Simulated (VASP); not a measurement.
# Rh (P6/mmm) in VASP: a series of runs

The runs below take Rh through single point, with PBEsol.

Everything below comes from runs of VASP 6.6.1. Logs are shortened: lines on timing, memory, paths and dates and some standing lists are left out, and cuts for length are marked.

### 1 The cell of the first run

Symmetry: P6/mmm, No. 191, hexagonal system. Conventional cell: a = 2.175 Å, b = 2.175 Å, c = 2.061 Å, α = 90.00°, β = 90.00°, γ = 120.00°. Rh (site symmetry 6/mmm) has 8 Rh at 2.06 to 2.17 Å within 2.7 Å.

### 2 Single point, PBEsol

INCAR

```
  PREC = Accurate
  ENCUT = 520
  EDIFF = 1E-6
  ISMEAR = -1
  SIGMA = 0.1
  LREAL = F
  LASPH = T
  NELM = 80
  ALGO = Normal
  ISIF = 2
  LWAVE = F
  LCHARG = F
  GGA = PS
  NBANDS = 14
```

KPOINTS

```
Automatic mesh
0
Gamma
  20 20 19
```

POSCAR

```
Rh
1.0
    2.1747758500      0.0000000000      0.0000000000
   -1.0873879250      1.8834111336      0.0000000000
    0.0000000000      0.0000000000      2.0607567947
Rh
1
Direct
    0.0000000000      0.0000000000      0.0000000000
```

Potentials or basis: VASP PAW PBE potentials, release 64 (Rh_pv).

The run is started by

```console
$ cat potpaw_PBE.64/Rh_pv/POTCAR > POTCAR
$ mpirun -np 1 vasp_std > vasp.out
```

OUTCAR:

```text
PREC = Accurate
   ENCUT = 520
   EDIFF = 1E-6
   ISMEAR = -1
   LREAL = F
   LASPH = T
   NELM = 80
   ISIF = 2
   GGA = PS

 ion  position               nearest neighbor table
   1  0.000  0.000  0.000-

  LATTYP: Found a hexagonal cell.
 ALAT       =     2.1747758500
 C/A-ratio  =     0.9475720427

  Lattice vectors:

 A1 = (   2.1747758500,   0.0000000000,   0.0000000000)
 A2 = (  -1.0873879250,   1.8834111336,   0.0000000000)
 A3 = (   0.0000000000,   0.0000000000,   2.0607567947)

Analysis of symmetry for initial positions (statically):
=====================================================================
 Subroutine PRICEL returns:
 Original cell was already a primitive cell.

 Routine SETGRP: Setting up the symmetry group for a
 hexagonal supercell.

 Subroutine GETGRP returns: Found 24 space group operations
 (whereof 24 operations were pure point group operations)
 out of a pool of 24 trial point group operations.

The static configuration has the point symmetry D_6h.

Analysis of symmetry for dynamics (positions and initial velocities):
=====================================================================
 Subroutine PRICEL returns:
 Original cell was already a primitive cell.

 Routine SETGRP: Setting up the symmetry group for a
 hexagonal supercell.

 Subroutine GETGRP returns: Found 24 space group operations
 (whereof 24 operations were pure point group operations)
 out of a pool of 24 trial point group operations.

The dynamic configuration has the point symmetry D_6h.

 Subroutine INISYM returns: Found 24 space group operations
 (whereof 24 operations are pure point group operations),
 and found     1 'primitive' translations

----------------------------------------------------------------------------------------

                                     Primitive cell

  volume of cell :       8.4409

  direct lattice vectors                    reciprocal lattice vectors
     2.174775850  0.000000000  0.000000000     0.459817503  0.265475759  0.000000000
    -1.087387925  1.883411134  0.000000000     0.000000000  0.530951518  0.000000000
     0.000000000  0.000000000  2.060756795     0.000000000  0.000000000  0.485258621

  length of vectors
     2.174775850  2.174775850  2.060756795     0.530951518  0.530951518  0.485258621

  position of ions in fractional coordinates (direct lattice)
     0.000000000  0.000000000  0.000000000

  ion indices of the primitive-cell ions
   primitive index   ion index
                 1           1

----------------------------------------------------------------------------------------

 KPOINTS: Automatic mesh

Automatic generation of k-mesh.
 Grid dimensions read from file:
 generate k-points for:   20   20   19

 Generating k-lattice:

  Cartesian coordinates                     Fractional coordinates (reciprocal lattice)
     0.022990875  0.013273788  0.000000000     0.050000000  0.000000000  0.000000000
     0.000000000  0.026547576  0.000000000     0.000000000  0.050000000  0.000000000
     0.000000000  0.000000000  0.025539927     0.000000000  0.000000000  0.052631579

  Length of vectors
     0.026547576  0.026547576  0.025539927

  Shift w.r.t. Gamma in fractional coordinates (k-lattice)
     0.000000000  0.000000000  0.000000000

 Subroutine IBZKPT returns following result:
 ===========================================

 Found    440 irreducible k-points:

 Following reciprocal coordinates:
            Coordinates               Weight
  0.000000  0.000000  0.000000      1.000000
  0.050000 -0.000000  0.000000      6.000000
  0.100000 -0.000000  0.000000      6.000000
  0.150000 -0.000000  0.000000      6.000000
  0.200000 -0.000000  0.000000      6.000000
  0.250000 -0.000000  0.000000      6.000000
[... 16 lines left out ...]
  0.200000  0.100000  0.000000     12.000000
  0.250000  0.100000  0.000000     12.000000
 [... further k-points ...]
   k-points           NKPTS =    440   k-points in BZ     NKDIM =    440   number of bands    NBANDS=     14
   number of dos      NEDOS =    301   number of ions     NIONS =      1
   total plane-waves  NPLWV =   4096
   dimension x,y,z NGX =    16 NGY =   16 NGZ =   16
   dimension x,y,z NGXF=    32 NGYF=   32 NGZF=   32
   ions per type =               1
   NGX,Y,Z   is equivalent  to a cutoff of  12.23, 12.23, 12.91 a.u.
   NGXF,Y,Z  is equivalent  to a cutoff of  24.46, 24.46, 25.82 a.u.
 SYSTEM =  unknown system
   PREC   = accura    normal or accurate (medium, high low for compatibility)
   ISTART =      0    job   : 0-new  1-cont  2-samecut
   ICHARG =      2    charge: 1-file 2-atom 10-const
   ISPIN  =      1    spin polarized calculation?
   LNONCOLLINEAR =      F non collinear calculations
   LSORBIT =      F    spin-orbit coupling
   LASPH  =      T    aspherical Exc in radial PAW
   ENCUT  =  520.0 eV  38.22 Ry    6.18 a.u.   4.04  4.04  3.83*2*pi/ulx,y,z
   NELM   =     80;   NELMIN=  2; NELMDL= -5     # of ELM steps
   EDIFF  = 0.1E-05   stopping-criterion for ELM
   LREAL  =      F    real-space projection
   EDIFFG = 0.1E-04   stopping-criterion for IOM
   NSW    =      0    number of steps for IOM
   IBRION =     -1    ionic relax: 0-MD 1-quasi-New 2-CG
   NFREE  =      0    steps in history (QN), initial steepest desc. (CG)
   ISIF   =      2    stress and relaxation
   ISYM   =      2    0-nonsym 1-usesym 2-fastsym
   POTIM  = 0.5000    time-step for ionic-motion
   TEBEG  =    0.0;   TEEND  =   0.0 temperature during run
   PSTRESS=    0.0 pullay stress
   NELECT =      15.0000    total number of electrons
   NUPDOWN=      -1.0000    fix difference up-down
   EMIN   =  10.00;   EMAX   =-10.00  energy-range for DOS
   EFERMI =   0.00;   METHOD = LEGACY
   ISMEAR =    -1;   SIGMA  =   0.10  broadening in eV -4-tet -1-fermi 0-gaus
   EFERMI_NEDOS =   21; number of points for ismear=-14 and -15
   IALGO  =     38    algorithm
   IMIX   =      4    mixing-type and parameters
     AMIX     =   0.40;   BMIX     =  1.00
     AMIX_MAG =   1.60;   BMIX_MAG =  1.00
  volume/ion in A,a.u.               =       8.44        56.96
  Fermi-wavevector in a.u.,A,eV,Ry     =   1.982941  3.747215 53.498856  3.932055
  Thomas-Fermi vector in A             =   3.002678
   LORBIT       =      0    0 simple, 1 ext, 2 COOP (PROOUT), +10 PAW based schemes
   GGA     = PS    functional components
   LHFCALC =     F    Hartree Fock is set to
   AEXX    =    0.0000 exact exchange contribution
   IVDW    =     0    specifies the selected vdW correction
   LEPSILON=     F    determine dielectric tensor
   LRPA    =     F    only Hartree local field effects (RPA)
 non-spin polarized calculation
  energy-cutoff  :      520.00
  volume of cell :        8.44
 maximum number of plane-waves:       240
   NGX =  9   NGY =  9   NGZ =  7

 number of electron      14.9999997 magnetization

 Free energy of the ion-electron system (eV)
  ---------------------------------------------------
  ext. energy  EPLUGINS =         0.00000000
  ---------------------------------------------------
  free energy    TOTEN  =        -1.63141951 eV

  energy without entropy =       -1.60853992  energy(sigma->0) =       -1.61997972

 E-fermi :  23.2307     XC(G=0): -17.4810

 val. band max:       23.2224480355   @ k =   0.1500   0.1500   0.4211
 cond. band min:      23.2406171903   @ k =   0.2500   0.0500   0.1579
 fundamental gap:      0.0181691548
 Fermi energy:        23.2306707444

 k-point     1 :       0.0000    0.0000    0.0000
  band No.  band energies     occupation
      1     -23.8069      2.00000
      2     -23.8069      2.00000
      3     -23.7311      2.00000
      4      11.2215      2.00000
      5      11.7913      2.00000
      6      16.8077      2.00000
      7      16.8077      2.00000
      8      25.5928      0.00000
      9      25.5928      0.00000
     10      37.7165      0.00000
     11      42.7415      0.00000
     12      44.3329      0.00000
     13      52.4492      0.00000
     14      52.4492      0.00000

 k-point     2 :       0.0500   -0.0000    0.0000
  band No.  band energies     occupation
      1     -23.9217      2.00000
      2     -23.8316      2.00000
      3     -23.7188      2.00000
      4      11.3352      2.00000
      5      11.9382      2.00000
      6      16.6414      2.00000
      7      16.9708      2.00000
      8      25.3882      0.00000
      9      25.5592      0.00000
     10      38.1303      0.00000
     11      42.7408      0.00000
     12      44.6761      0.00000
     13      51.4301      0.00000
     14      52.0961      0.00000

 k-point     3 :       0.1000   -0.0000    0.0000
  band No.  band energies     occupation
      1     -24.2500      2.00000
      2     -23.9027      2.00000
      3     -23.6828      2.00000
      4      11.5866      2.00000
      5      12.4105      2.00000
      6      16.2339      2.00000
      7      17.4538      2.00000
      8      24.8262      0.00000
      9      25.4623      0.00000
     10      39.2924      0.00000
     11      42.7394      0.00000
     12      45.6412      0.00000
     13      49.3816      0.00000
     14      51.1941      0.00000
[... 324 lines left out ...]
 k-point    23 :       0.2000    0.1000    0.0000
  band No.  band energies     occupation
      1     -26.0855      2.00000
      2     -24.4649      2.00000
      3     -23.4504      2.00000
      4      12.7521      2.00000
      5      13.5675      2.00000
      6      16.3405      2.00000
      7      21.8132      2.00000
      8      22.1042      1.99997
      9      24.6746      0.00000
     10      42.1027      0.00000
     11      42.7706      0.00000
     12      44.2094      0.00000
     13      49.0110      0.00000
     14      51.1518      0.00000

 k-point    24 :       0.2500    0.1000    0.0000
  band No.  band energies     occupation
      1     -26.6365      2.00000
      2     -24.6476      2.00000
      3     -23.3735      2.00000
      4      12.6356      2.00000
      5      13.4754      2.00000
      6      17.7838      2.00000
      7      21.3815      2.00000
      8      23.4717      0.16485
      9      24.4215      0.00001
     10      40.5856      0.00000
     11      42.7410      0.00000
     12      43.5755      0.00000
     13      49.1427      0.00000
     14      52.4014      0.00000

 [... further k-points ...]

------------------------ aborting loop because EDIFF is reached ----------------------------------------

  FORCE on cell =-STRESS in cart. coord.  units (eV):
  Direction    XX          YY          ZZ          XY          YZ          ZX
  --------------------------------------------------------------------------------------
  -------------------------------------------------------------------------------------
  Total       27.3011400     27.3011400     27.4881916      0.0000000      0.0000000      0.0000000
  in kB     5182.0904541   5182.0904539   5217.5951277      0.0000000      0.0000000      0.0000000
  external PRESSURE =    5193.9253453 kB  Pullay stress =       0.0000000 kB

 VOLUME and BASIS-vectors are now :
 -----------------------------------------------------------------------------
  energy-cutoff  :      520.00
  volume of cell :        8.44
      direct lattice vectors                 reciprocal lattice vectors
     2.174775850  0.000000000  0.000000000     0.459817503  0.265475759  0.000000000
    -1.087387925  1.883411134  0.000000000     0.000000000  0.530951518  0.000000000
     0.000000000  0.000000000  2.060756795     0.000000000  0.000000000  0.485258621

 POSITION                                       TOTAL-FORCE (eV/Angst)
 -----------------------------------------------------------------------------------
      0.00000      0.00000      0.00000         0.000000      0.000000      0.000000
 -----------------------------------------------------------------------------------
    total drift:                               -0.000000     -0.000000      0.000000

  FREE ENERGIE OF THE ION-ELECTRON SYSTEM (eV)
  ---------------------------------------------------
  free  energy   TOTEN  =        -1.6314195137 eV

  energy  without entropy=       -1.6085399186  energy(sigma->0) =       -1.61997972
```

It took 35 s on 1 thread of Intel Xeon 8259CL, shared host; peak memory 0.15 GiB.

Results:

| Quantity | Value |
| --- | --- |
| Free energy | -1.6314 eV |
| Pressure | 519.4 GPa |

Stress tensor (GPa, compression positive):
```
518.21   0.00   0.00
  0.00 518.21   0.00
  0.00   0.00 521.76
```

Levels at points of the mesh, in eV from the Fermi level:
```tsv
k point	band 5	band 6	band 7	band 8	band 9	band 10	band 11	band 12
(0.00, 0.00, 0.00)	-11.44	-6.42	-6.42	2.36	2.36	14.49	19.51	21.10
(0.50, 0.00, 0.00)	-8.79	-3.46	0.59	1.10	2.97	14.84	18.68	19.52
```

Caveat: the PAW data sets were made with another functional, which shifts forces and pressure a little.

### 3 Single point, PBEsol

INCAR

```
ALGO = Normal
EDIFF = 1E-6
ENCUT = 520
GGA = PS
ISIF = 2
ISMEAR = -1
LASPH = True
LCHARG = False
LREAL = False
LWAVE = False
NBANDS = 14
NELM = 60
PREC = Accurate
SIGMA = 0.1
```

KPOINTS

```
k-points
0
Gamma
  20 20 19
```

POSCAR

```
Rh
1.0
    2.1750781232      0.0000000000      0.0000000000
   -1.0875390616      1.8836729099      0.0000000000
    0.0000000000      0.0000000000      2.0611320822
Rh
1
Direct
    0.0000000000      0.0000000000      0.0000000000
```

Potentials or basis: VASP PAW PBE potentials, release 64 (Rh_pv).

The run is started by

```console
$ cat potpaw_PBE.64/Rh_pv/POTCAR > POTCAR
$ mpirun -np 1 vasp_std > vasp.out
```

OUTCAR:

```text
EDIFF = 1E-6
   ENCUT = 520
   GGA = PS
   ISIF = 2
   ISMEAR = -1
   LASPH = True
   LREAL = False
   NELM = 60
   PREC = Accurate

 ion  position               nearest neighbor table
   1  0.000  0.000  0.000-

  LATTYP: Found a hexagonal cell.
 ALAT       =     2.1750781232
 C/A-ratio  =     0.9476128973

  Lattice vectors:

 A1 = (   2.1750781232,   0.0000000000,   0.0000000000)
 A2 = (  -1.0875390616,   1.8836729099,   0.0000000000)
 A3 = (   0.0000000000,   0.0000000000,   2.0611320822)

Analysis of symmetry for initial positions (statically):
=====================================================================
 Subroutine PRICEL returns:
 Original cell was already a primitive cell.

 Routine SETGRP: Setting up the symmetry group for a
 hexagonal supercell.

 Subroutine GETGRP returns: Found 24 space group operations
 (whereof 24 operations were pure point group operations)
 out of a pool of 24 trial point group operations.

The static configuration has the point symmetry D_6h.

Analysis of symmetry for dynamics (positions and initial velocities):
=====================================================================
[... 160 lines left out ...]
 Fermi energy:        23.2169670583

 k-point     1 :       0.0000    0.0000    0.0000
  band No.  band energies     occupation
      1     -23.8192      2.00000
      2     -23.8192      2.00000
      3     -23.7439      2.00000
      4      11.2153      2.00000
      5      11.7811      2.00000
      6      16.7987      2.00000
      7      16.7987      2.00000
      8      25.5775      0.00000
      9      25.5775      0.00000
     10      37.7069      0.00000
     11      42.7292      0.00000
     12      44.3143      0.00000
     13      52.4315      0.00000
     14      52.4315      0.00000
[... 377 lines left out ...]
      1     -26.6454      2.00000
      2     -24.6589      2.00000
      3     -23.3867      2.00000
      4      12.6287      2.00000
      5      13.4671      2.00000
      6      17.7722      2.00000
      7      21.3689      2.00000
      8      23.4583      0.16425
      9      24.4070      0.00001
     10      40.5690      0.00000
     11      42.7286      0.00000
     12      43.5589      0.00000
     13      49.1253      0.00000
     14      52.3808      0.00000

 [... further k-points ...]
[... 5 lines left out ...]
  --------------------------------------------------------------------------------------
  -------------------------------------------------------------------------------------
  Total       27.2640827     27.2640827     27.4435047      0.0000000      0.0000000      0.0000000
  in kB     5172.6762529   5172.6762529   5206.7170672      0.0000000      0.0000000      0.0000000
  external PRESSURE =    5184.0231910 kB  Pullay stress =       0.0000000 kB

 VOLUME and BASIS-vectors are now :
 -----------------------------------------------------------------------------
  energy-cutoff  :      520.00
  volume of cell :        8.44
      direct lattice vectors                 reciprocal lattice vectors
     2.175078123  0.000000000  0.000000000     0.459753601  0.265438865  0.000000000
    -1.087539062  1.883672910  0.000000000     0.000000000  0.530877731  0.000000000
     0.000000000  0.000000000  2.061132082     0.000000000  0.000000000  0.485170266

 POSITION                                       TOTAL-FORCE (eV/Angst)
 -----------------------------------------------------------------------------------
      0.00000      0.00000      0.00000         0.000000      0.000000      0.000000
 -----------------------------------------------------------------------------------
    total drift:                               -0.000000      0.000000      0.000000

  FREE ENERGIE OF THE ION-ELECTRON SYSTEM (eV)
  ---------------------------------------------------
  free  energy   TOTEN  =        -1.6440143736 eV

  energy  without entropy=       -1.6211231889  energy(sigma->0) =       -1.63256878
```

Run time: 37 s. Hardware: 1 thread of Intel Xeon 8259CL, shared host; peak memory 0.15 GiB.

What came out:

```
Free energy : -1.6440 eV
Pressure    : 518.4 GPa
```

Stress tensor (GPa, compression positive):
```
517.27   0.00   0.00
  0.00 517.27   0.00
  0.00   0.00 520.67
```

Caveat: the PAW data sets were made with another functional, which shifts forces and pressure a little.
